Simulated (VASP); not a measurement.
A run of VASP 6.6.1 is set up as follows.

The input INCAR:

```
PREC = Accurate
ENCUT = 520
EDIFF = 1E-8
ISMEAR = -1
SIGMA = 0.03
LREAL = False
LASPH = True
NELM = 150
ALGO = Normal
ISIF = 2
LWAVE = False
LCHARG = False
ISPIN = 2
MAGMOM = 1.5 0
LORBIT = 11
LMAXMIX = 4
GGA = PE
LEFG = True
NBANDS = 19
```

Contents of KPOINTS:

```
Automatic mesh
0
Gamma
  17 17 17
```

POSCAR

```
NiO
1.0
    0.0000000000      2.0913100000      2.0285707000
    2.0913100000      0.0000000000      2.0285707000
    2.0913100000      2.0913100000      0.0000000000
Ni O
1 1
Direct
    0.0000000000      0.0000000000      0.0000000000
    0.5000000000      0.5000000000      0.5000000000
```

Potentials or basis: VASP PAW PBE potentials, release 64 (Ni, O).

Launch:

```console
$ cat potpaw_PBE.64/Ni/POTCAR potpaw_PBE.64/O/POTCAR > POTCAR
$ mpirun -np 1 vasp_std > vasp.out
```

(1) Predict the site moments.

(2) Estimate the pressure.

## Answers

(1) Ni +1.34; O +0.24 μB.

(2) 10.1 GPa.

Caveat: the cell differs from its parent crystal (zz strain of -3 %); the cell stands under pressure; without QUAD_EFG the Cq values of the log hold for a quadrupole moment of 1 mb, not for the nuclei; a cell with one magnetic atom can't hold antiferromagnetic order, which such compounds often take.
